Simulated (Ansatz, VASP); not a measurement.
One calculation of NbAlS4, two programs

The input INCAR:

```
SYSTEM = NbAlS4
PREC = Accurate
ENCUT = 520
EDIFF = 1E-7
ISMEAR = 0
SIGMA = 0.1
LREAL = .FALSE.
LASPH = .TRUE.
NELM = 60
ALGO = Normal
ISIF = 2
LWAVE = .FALSE.
LCHARG = .FALSE.
GGA = PE
NBANDS = 29
```

Contents of KPOINTS:

```
Automatic mesh
0
G
  4 4 4
  0 0 0
```

File POSCAR:

```
NbAlS4
1.0
    0.0000000000      3.8876684400      3.8876684400
    3.8876684400      0.0000000000      3.8876684400
    3.8876684400      3.8876684400      0.0000000000
Al Nb S
1 1 4
Direct
    0.7500000000      0.7500000000      0.7500000000
    0.0000000000      0.0000000000      0.0000000000
    0.3741004100      0.8776987800      0.3741004100
    0.3741004100      0.3741004100      0.8776987800
    0.3741004100      0.3741004100      0.3741004100
    0.8776987800      0.3741004100      0.3741004100
```

Input for Ansatz:

```yaml
crystal:
  lattice:
    - [0.0, 3.88766844, 3.88766844]
    - [3.88766844, 0.0, 3.88766844]
    - [3.88766844, 3.88766844, 0.0]
  atoms:
    - { symbol: Al, position: [0.75, 0.75, 0.75] }
    - { symbol: Nb, position: [0.0, 0.0, 0.0] }
    - { symbol: S, position: [0.37410041, 0.87769878, 0.37410041] }
    - { symbol: S, position: [0.37410041, 0.37410041, 0.87769878] }
    - { symbol: S, position: [0.37410041, 0.37410041, 0.37410041] }
    - { symbol: S, position: [0.87769878, 0.37410041, 0.37410041] }
basis:
  ecutwfc: 420
kpoints:
  mp_grid: { grid: [4, 4, 4] }
hamiltonian:
  xc: pbe
scf:
  occupations: { method: gaussian, width: 0.1 }
  lower_state_search: "off"
output:
  forces: true
  stress: true
  eigenvalues: true
```

Change from the starting cell: species swapped into the DyCu4Pd type (F-43m, No. 216).

Alike in both runs: task single point; functional PBE; k mesh 4 × 4 × 4; occupations gaussian, width 0.1 eV; no spin polarisation.

|  | VASP | Ansatz |
| --- | --- | --- |
| version | VASP 6.6.1 | Ansatz 0.2.0 |
| potentials or method | VASP PAW PBE potentials, release 64 (Al, Nb_sv, S), cutoff 520 eV | scalar-relativistic, plane waves, PAW |
| valence electrons in the cell | 40 | 40 |

Ansatz gave:

| Property | Result |
| --- | --- |
| gap on the k mesh at the Fermi level (eV) | none |
| pressure (GPa) | -8.7 |
| rms of the force components (eV/Å) | 0.008 |

Which values does VASP return?

gap on the k mesh at the Fermi level (eV): none; pressure (GPa): -8.8; rms of the force components (eV/Å): 0.009.

Atom by atom the forces differ by 0.001 eV/Å (rms over components). A gap of «none» marks a metal or a gap that the smearing closes.
